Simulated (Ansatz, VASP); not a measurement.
Two plane-wave programs on ZnSe

INCAR

```
PREC = Accurate ; ENCUT = 520
EDIFF = 1E-6 ; ISMEAR = 0
SIGMA = 0.05 ; LREAL = F
LASPH = T ; NELM = 60
ALGO = Normal ; ISIF = 2
LWAVE = F ; LCHARG = T
GGA = RE ; IVDW = 13
LELF = T ; LVHAR = T
NBANDS = 16
```

KPOINTS

```
Automatic mesh
0
Gamma
  8 8 8
```

The input POSCAR:

```
ZnSe
1.0
    0.0000000000      2.7836746023      2.7836746023
    2.7836746023      0.0000000000      2.7836746023
    2.7836746023      2.7836746023      0.0000000000
Zn Se
1 1
Direct
    0.0000000000      0.0000000000      0.0000000000
    0.7500000000      0.7500000000      0.7500000000
```

Input for Ansatz:

```yaml
crystal:
  lattice:
    - [0.0, 2.7836746023, 2.7836746023]
    - [2.7836746023, 0.0, 2.7836746023]
    - [2.7836746023, 2.7836746023, 0.0]
  atoms:
    - { symbol: Zn, position: [0.0, 0.0, 0.0] }
    - { symbol: Se, position: [0.75, 0.75, 0.75] }
basis:
  ecutwfc: 420
  ecutrho_ratio: 4
kpoints:
  mp_grid: { grid: [8, 8, 8] }
hamiltonian:
  xc: revpbe
  dispersion: d4
scf:
  occupations: { method: gaussian, width: 0.05 }
output:
  forces: true
  stress: true
  eigenvalues: true
```

Alike in both runs: task single point; functional revPBE; dispersion D4; k mesh 8 × 8 × 8; occupations gaussian, width 0.05 eV; no spin polarisation.

|  | VASP | Ansatz |
| --- | --- | --- |
| version | VASP 6.6.1 | Ansatz 0.2.0 |
| potentials or method | VASP PAW PBE potentials, release 64 (Zn, Se), cutoff 520 eV | scalar-relativistic, plane waves, PAW |
| valence electrons in the cell | 18 | 28 |

VASP gave:

| Item | Value |
| --- | --- |
| gap on the k mesh at the Fermi level (eV) | 1.63 |
| least direct gap on the mesh (eV) | 1.63 |
| pressure (GPa) | 3.1 |

Estimate Ansatz's values.

gap on the k mesh at the Fermi level (eV): 1.63; least direct gap on the mesh (eV): 1.63; pressure (GPa): 2.8.

VASP's potentials were made for PBE, not for revPBE. VASP's potentials hold 18 valence electrons a cell and Ansatz's 28, so a difference there can come from the potentials and not from the codes.
